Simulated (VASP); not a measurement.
A run of VASP 6.6.1 is set up as follows.

Contents of INCAR:

```
SYSTEM = Os
ALGO = Normal
EDIFF = 1E-7
EDIFFG = -0.005
ENCUT = 600
GGA = PE
IBRION = 2
ISIF = 3
ISMEAR = -1
LASPH = .TRUE.
LCHARG = .FALSE.
LREAL = .FALSE.
LWAVE = .FALSE.
NELM = 60
NSW = 45
PREC = Accurate
SIGMA = 0.05
```

File KPOINTS:

```
k-points
0
G
  18 18 18
  0 0 0
```

Contents of POSCAR:

```
Os
1.0
    0.0000000000      1.9279312760      1.9279312760
    1.9279312760      0.0000000000      1.9279312760
    1.9279312760      1.9279312760      0.0000000000
Os
1
Direct
    0.0000000000      0.0000000000      0.0000000000
```

Potentials or basis: VASP PAW PBE potentials, release 64 (Os).

Launch:

```console
$ cat potpaw_PBE.64/Os/POTCAR > POTCAR
$ mpirun -np 1 vasp_std > vasp.out
```

Question: Estimate the band gap on the k mesh.

Answer: Zero (bands 4 and 5 overlap by 3.68 eV).

Final structure:
```cif
data_structure
_symmetry_space_group_name_H-M 'P 1'
_symmetry_Int_Tables_number 1
_cell_length_a 2.7265
_cell_length_b 2.7265
_cell_length_c 2.7265
_cell_angle_alpha 60.000
_cell_angle_beta 60.000
_cell_angle_gamma 60.000
_cell_volume 14.33
loop_
_atom_site_label
_atom_site_type_symbol
_atom_site_fract_x
_atom_site_fract_y
_atom_site_fract_z
_atom_site_occupancy
Os1 Os 0.00000 0.00000 0.00000 1
```

Caveat: spin-orbit coupling is left out, which moves the levels of the heavy elements.
